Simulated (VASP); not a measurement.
# K3Pd (Pm-3m) in VASP: a series of runs

The runs below take K3Pd through single point, with LDA.

Program: VASP 6.6.1. These are calculated values, not measurements. Logs are shortened: lines on timing, memory, paths and dates and some standing lists are left out, and cuts for length are marked.

### 1 The cell of the first run

Symmetry: Pm-3m, No. 221, cubic system. Conventional cell: a = 5.445 Å, b = 5.445 Å, c = 5.445 Å, α = 90.00°, β = 90.00°, γ = 90.00°. Within 5.1 Å of K (site symmetry 4/mmm) lie 8 K at 3.85 Å and 4 Pd at 3.85 Å. Within 5.1 Å of Pd (site symmetry m-3m) lie 12 K at 3.85 Å.

### 2 Single point, LDA

INCAR

```
PREC     = Accurate       # precision mode
ENCUT    = 520            # plane-wave cutoff, eV
EDIFF    = 1E-6           # SCF threshold, eV
ISMEAR   = 1              # smearing method
SIGMA    = 0.1            # smearing width, eV
LREAL    = False          # projectors in reciprocal space
LASPH    = True           # aspherical terms in the spheres
NELM     = 100            # most SCF steps
ALGO     = Normal         # electronic algorithm
ISIF     = 2              # what is computed and relaxed
LWAVE    = False          # write WAVECAR
LCHARG   = False          # write CHGCAR
NBANDS   = 26             # bands
```

KPOINTS

```
Automatic mesh
0
Gamma
  5 5 5
```

POSCAR

```
K3Pd
1.0
    5.4450130000      0.0000000000      0.0000000000
    0.0000000000      5.4450130000      0.0000000000
    0.0000000000      0.0000000000      5.4450130000
K Pd
3 1
Direct
    0.5000000000      0.5000000000      0.0000000000
    0.0000000000      0.5000000000      0.5000000000
    0.5000000000      0.0000000000      0.5000000000
    0.0000000000      0.0000000000      0.0000000000
```

Potentials or basis: VASP PAW LDA potentials, release 64 (K_sv, Pd).

On the command line:

```bash
$ cat potpaw_LDA.64/K_sv/POTCAR potpaw_LDA.64/Pd/POTCAR > POTCAR
$ mpirun -np 1 vasp_std > vasp.out
```

OUTCAR:

```text
PREC = Accurate
   ENCUT = 520
   EDIFF = 1E-6
   ISMEAR = 1
   LREAL = False
   LASPH = True
   NELM = 100
   ISIF = 2

 ion  position               nearest neighbor table
   1  0.500  0.500  0.000-
   2  0.000  0.500  0.500-
   3  0.500  0.000  0.500-
   4  0.000  0.000  0.000-

  LATTYP: Found a simple cubic cell.
 ALAT       =     5.4450130000

  Lattice vectors:

 A1 = (   5.4450130000,   0.0000000000,   0.0000000000)
 A2 = (   0.0000000000,   5.4450130000,   0.0000000000)
 A3 = (   0.0000000000,   0.0000000000,   5.4450130000)

Analysis of symmetry for initial positions (statically):
=====================================================================
 Subroutine PRICEL returns:
 Original cell was already a primitive cell.

 Routine SETGRP: Setting up the symmetry group for a
 simple cubic supercell.

 Subroutine GETGRP returns: Found 48 space group operations
 (whereof 48 operations were pure point group operations)
 out of a pool of 48 trial point group operations.

The static configuration has the point symmetry O_h .

Analysis of symmetry for dynamics (positions and initial velocities):
=====================================================================
 Subroutine PRICEL returns:
 Original cell was already a primitive cell.

 Routine SETGRP: Setting up the symmetry group for a
 simple cubic supercell.

 Subroutine GETGRP returns: Found 48 space group operations
 (whereof 48 operations were pure point group operations)
 out of a pool of 48 trial point group operations.

The dynamic configuration has the point symmetry O_h .

 Subroutine INISYM returns: Found 48 space group operations
 (whereof 48 operations are pure point group operations),
 and found     1 'primitive' translations

----------------------------------------------------------------------------------------

                                     Primitive cell

  volume of cell :     161.4347

  direct lattice vectors                    reciprocal lattice vectors
     5.445013000  0.000000000  0.000000000     0.183654291  0.000000000  0.000000000
     0.000000000  5.445013000  0.000000000     0.000000000  0.183654291  0.000000000
     0.000000000  0.000000000  5.445013000     0.000000000  0.000000000  0.183654291

  length of vectors
[... 61 lines left out ...]
 SYSTEM =  unknown system
   PREC   = accura    normal or accurate (medium, high low for compatibility)
   ISTART =      0    job   : 0-new  1-cont  2-samecut
   ICHARG =      2    charge: 1-file 2-atom 10-const
   ISPIN  =      1    spin polarized calculation?
   LNONCOLLINEAR =      F non collinear calculations
   LSORBIT =      F    spin-orbit coupling
   LASPH  =      T    aspherical Exc in radial PAW
   ENCUT  =  520.0 eV  38.22 Ry    6.18 a.u.  10.12 10.12 10.12*2*pi/ulx,y,z
   NELM   =    100;   NELMIN=  2; NELMDL= -5     # of ELM steps
   EDIFF  = 0.1E-05   stopping-criterion for ELM
   LREAL  =      F    real-space projection
[... 7 lines left out ...]
   TEBEG  =    0.0;   TEEND  =   0.0 temperature during run
   PSTRESS=    0.0 pullay stress
   NELECT =      37.0000    total number of electrons
   NUPDOWN=      -1.0000    fix difference up-down
   EMIN   =  10.00;   EMAX   =-10.00  energy-range for DOS
   EFERMI =   0.00;   METHOD = LEGACY
   ISMEAR =     1;   SIGMA  =   0.10  broadening in eV -4-tet -1-fermi 0-gaus
   EFERMI_NEDOS =   21; number of points for ismear=-14 and -15
   IALGO  =     38    algorithm
   IMIX   =      4    mixing-type and parameters
     AMIX     =   0.40;   BMIX     =  1.00
     AMIX_MAG =   1.60;   BMIX_MAG =  1.00
  volume/ion in A,a.u.               =      40.36       272.35
  Fermi-wavevector in a.u.,A,eV,Ry     =   1.001866  1.893253 13.656662  1.003736
  Thomas-Fermi vector in A             =   2.134316
   LORBIT       =      0    0 simple, 1 ext, 2 COOP (PROOUT), +10 PAW based schemes
   GGA     = CA    functional components
   LHFCALC =     F    Hartree Fock is set to
   AEXX    =    0.0000 exact exchange contribution
   IVDW    =     0    specifies the selected vdW correction
   LEPSILON=     F    determine dielectric tensor
   LRPA    =     F    only Hartree local field effects (RPA)
 non-spin polarized calculation
 Methfessel and Paxton  Order N= 1 SIGMA  =   0.10
  energy-cutoff  :      520.00
  volume of cell :      161.43
 maximum number of plane-waves:      4385
   NGX = 21   NGY = 21   NGZ = 21

 number of electron      37.0000014 magnetization

 Free energy of the ion-electron system (eV)
  ---------------------------------------------------
  ext. energy  EPLUGINS =         0.00000000
  ---------------------------------------------------
  free energy    TOTEN  =        -8.79241385 eV

  energy without entropy =       -8.79526081  energy(sigma->0) =       -8.79336283

 E-fermi :   1.0272     XC(G=0):  -7.7184

 val. band max:        0.9861763704   @ k =   0.4000   0.4000   0.0000
 cond. band min:       1.1035733416   @ k =   0.2000   0.0000   0.0000
 fundamental gap:      0.1173969712
 Fermi energy:         1.0271901361

 k-point     1 :       0.0000    0.0000    0.0000
  band No.  band energies     occupation
      1     -30.4051      2.00000
      2     -30.3497      2.00000
      3     -30.3497      2.00000
      4     -14.3079      2.00000
      5     -14.3079      2.00000
      6     -14.3079      2.00000
[... 279 lines left out ...]
     25       3.5244      0.00000
     26       5.7323      0.00000

------------------------ aborting loop because EDIFF is reached ----------------------------------------

  FORCE on cell =-STRESS in cart. coord.  units (eV):
  Direction    XX          YY          ZZ          XY          YZ          ZX
  --------------------------------------------------------------------------------------
  -------------------------------------------------------------------------------------
  Total       -1.6691301     -1.6691301     -1.6691301      0.0000000     -0.0000000     -0.0000000
  in kB      -16.5654790    -16.5654790    -16.5654790      0.0000000     -0.0000000     -0.0000000
  external PRESSURE =     -16.5654790 kB  Pullay stress =       0.0000000 kB

 VOLUME and BASIS-vectors are now :
 -----------------------------------------------------------------------------
  energy-cutoff  :      520.00
  volume of cell :      161.43
      direct lattice vectors                 reciprocal lattice vectors
     5.445013000  0.000000000  0.000000000     0.183654291  0.000000000  0.000000000
     0.000000000  5.445013000  0.000000000     0.000000000  0.183654291  0.000000000
     0.000000000  0.000000000  5.445013000     0.000000000  0.000000000  0.183654291

 POSITION                                       TOTAL-FORCE (eV/Angst)
 -----------------------------------------------------------------------------------
      2.72251      2.72251      0.00000         0.000000      0.000000      0.000000
      0.00000      2.72251      2.72251         0.000000      0.000000      0.000000
      2.72251      0.00000      2.72251         0.000000      0.000000      0.000000
      0.00000      0.00000      0.00000         0.000000      0.000000      0.000000
 -----------------------------------------------------------------------------------
    total drift:                               -0.000000     -0.000000     -0.000000

  FREE ENERGIE OF THE ION-ELECTRON SYSTEM (eV)
  ---------------------------------------------------
  free  energy   TOTEN  =        -8.7924138472 eV

  energy  without entropy=       -8.7952608053  energy(sigma->0) =       -8.79336283
```

OSZICAR:

```text
N       E                     dE             d eps       ncg     rms          rms(c)
DAV:   1     0.273040238324E+03    0.27304E+03   -0.16037E+04   520   0.120E+03
DAV:   2     0.110410924939E+02   -0.26200E+03   -0.25367E+03   576   0.368E+02
DAV:   3    -0.887324862798E+01   -0.19914E+02   -0.19519E+02   832   0.792E+01
DAV:   4    -0.977718515452E+01   -0.90394E+00   -0.90394E+00   770   0.157E+01
DAV:   5    -0.981849515149E+01   -0.41310E-01   -0.41301E-01   756   0.258E+00    0.486E+00
DAV:   6    -0.899904195662E+01    0.81945E+00   -0.43368E+00   564   0.713E+00    0.561E+00
DAV:   7    -0.885954669714E+01    0.13950E+00   -0.91083E-01   684   0.377E+00    0.315E+00
DAV:   8    -0.879853349325E+01    0.61013E-01   -0.34654E-01   616   0.167E+00    0.107E+00
DAV:   9    -0.879614973847E+01    0.23838E-02   -0.11897E-01   666   0.140E+00    0.418E-01
DAV:  10    -0.879222484120E+01    0.39249E-02   -0.18074E-02   596   0.524E-01    0.705E-02
DAV:  11    -0.879242257376E+01   -0.19773E-03   -0.16005E-03   788   0.122E-01    0.406E-02
DAV:  12    -0.879244977814E+01   -0.27204E-04   -0.67924E-05   712   0.420E-02    0.383E-02
DAV:  13    -0.879241277716E+01    0.37001E-04   -0.12835E-04   598   0.433E-02    0.388E-03
DAV:  14    -0.879241382764E+01   -0.10505E-05   -0.82188E-06   650   0.948E-03    0.219E-03
DAV:  15    -0.879241384716E+01   -0.19510E-07   -0.16666E-06   530   0.472E-03
   1 F= -.87924138E+01 E0= -.87933628E+01  d E =0.284696E-02
```

It took 54 s on 1 thread of Intel Xeon 8259CL, shared host; peak memory 0.21 GiB.

Results:

```yaml
Free_energy: -8.7924 eV
Pressure: -1.7 GPa
Band_gap_on_the_k_mesh: zero (an odd number of electrons rules out a gap without spin polarisation)
```

Levels at points of the mesh, in eV from the Fermi level:
| k point | band 16 | band 17 | band 18 | band 19 | band 20 | band 21 |
| --- | --- | --- | --- | --- | --- | --- |
| (0.00, 0.00, 0.00) | -1.20 | -1.20 | -1.20 | 0.15 | 2.67 | 2.67 |

### 3 Single point, LDA

INCAR

```
SYSTEM = K3Pd
PREC = Accurate ; ENCUT = 520
EDIFF = 1E-7 ; ISMEAR = 1
SIGMA = 0.1 ; LREAL = .FALSE.
LASPH = .TRUE. ; NELM = 80
ALGO = Normal ; ISIF = 2
LWAVE = .FALSE. ; LCHARG = .TRUE.
GGA = CA ; LELF = .TRUE.
LVHAR = .TRUE. ; NBANDS = 26
```

KPOINTS

```
regular mesh
0
G
  5 5 5
  0 0 0
```

POSCAR is that of step 2.

Potentials or basis: VASP PAW LDA potentials, release 64 (K_sv, Pd).

On the command line:

```bash
$ cat potpaw_LDA.64/K_sv/POTCAR potpaw_LDA.64/Pd/POTCAR > POTCAR
$ mpirun -np 1 vasp_std > vasp.out
```

Wall time 57 s (1 thread of Intel Xeon 8259CL, shared host); peak memory 0.21 GiB.

It converged, with:

```
Free energy            : -8.7924 eV
Pressure               : -1.6 GPa
Band gap on the k mesh : zero (an odd number of electrons rules out a gap without spin polarisation)
```

Levels at points of the mesh, in eV from the Fermi level:
```
           k point  band 14  band 15  band 16  band 17  band 18  band 19  band 20  band 21  band 22  band 23
(0.00, 0.00, 0.00)    -1.34    -1.34    -1.20    -1.20    -1.20     0.15     2.67     2.67     2.67     2.69
```
